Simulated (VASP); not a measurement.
# Sb: single point with PBEsol

The system is Sb.

```xyz
1
Lattice="0.0000 2.2579 2.2579 2.2579 0.0000 2.2579 2.2579 2.2579 0.0000" Properties=species:S:1:pos:R:3 pbc="T T T"
Sb    0.0000    0.0000    0.0000
```

This cell differs from its parent crystal: volume scaled by 0.94.

```yaml
Program: VASP 6.6.1
Task: single point
Functional: PBEsol
Potentials_or_basis: VASP PAW PBE potentials, release 64 (Sb)
Cutoff: 520 eV
k_mesh: 14 × 14 × 14
Occupations: fermi-dirac, width 0.03 eV
Spin: no spin polarisation
Dipole_correction: no
Further_INCAR_settings: ALGO = Normal; EDIFF = 1e-06; NBANDS = 8
```

| Quantity | Value |
| --- | --- |
| Pressure | 11.7 GPa |

Levels at points of the mesh, in eV from the Fermi level:
| k point | band 1 | band 2 | band 3 | band 4 | band 5 | band 6 |
| --- | --- | --- | --- | --- | --- | --- |
| (0.00, 0.00, 0.00) | -14.31 | 6.52 | 6.52 | 6.52 | 10.17 | 10.51 |
| (0.50, 0.00, 0.00) | -9.61 | -6.93 | 4.40 | 4.40 | 9.26 | 9.52 |
| (0.50, 0.50, 0.00) | -7.51 | -5.86 | 0.37 | 0.37 | 4.30 | 4.54 |

Wall time 5.2 s on 1 thread of Intel(R) Xeon(R) 6975P-C (Granite Rapids), on a shared host, peak memory 0.14 GiB.

Caveat: the PAW data sets were made with another functional, which shifts forces and pressure a little; spin-orbit coupling is left out, which moves the levels of the heavy elements.
